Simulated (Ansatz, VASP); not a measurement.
One calculation of SiO2, two programs

```
CELL_PARAMETERS angstrom
5.06907 0.00000 0.00000
-2.53454 4.38995 0.00000
0.00000 0.00000 8.55849
ATOMIC_POSITIONS crystal
Si 0.66667 0.33333 0.93713
Si 0.66667 0.33333 0.56287
Si 0.33333 0.66667 0.06287
Si 0.33333 0.66667 0.43713
O 0.00000 0.42126 0.00000
O 0.42126 0.42126 0.50000
O 0.57874 0.00000 0.50000
O 0.57874 0.57874 0.00000
O 0.00000 0.57874 0.50000
O 0.66667 0.33333 0.75000
O 0.33333 0.66667 0.25000
O 0.42126 0.00000 0.00000
```

Alike in both runs: task electric field gradients; functional PBE; k mesh 6 × 6 × 3; occupations fermi-dirac, width 0.02 eV; no spin polarisation.

```csv
,VASP,Ansatz
version,VASP 6.6.1,Ansatz 0.2.0
potentials or method,"VASP PAW PBE potentials, release 64 (Si, O)","plane-wave PAW, scalar-relativistic"
plane-wave cutoff (eV),520,420
valence electrons in the cell,64,64
```

|  | VASP | Ansatz | Ansatz less VASP |
| --- | --- | --- | --- |
| gap on the k mesh at the Fermi level (eV) | 5.61 | 5.61 | +0.001 |
| pressure (GPa) | 4.2 | 4.1 | -0.08 |
| rms of the force components (eV/Å) | 0.101 | 0.103 | +0.0021 |
| size of Vzz on the site where it differs most (V/Å²) | 96.9 | 102.1 | +5.23 |

Atom by atom the forces differ by 0.005 eV/Å (rms over components).
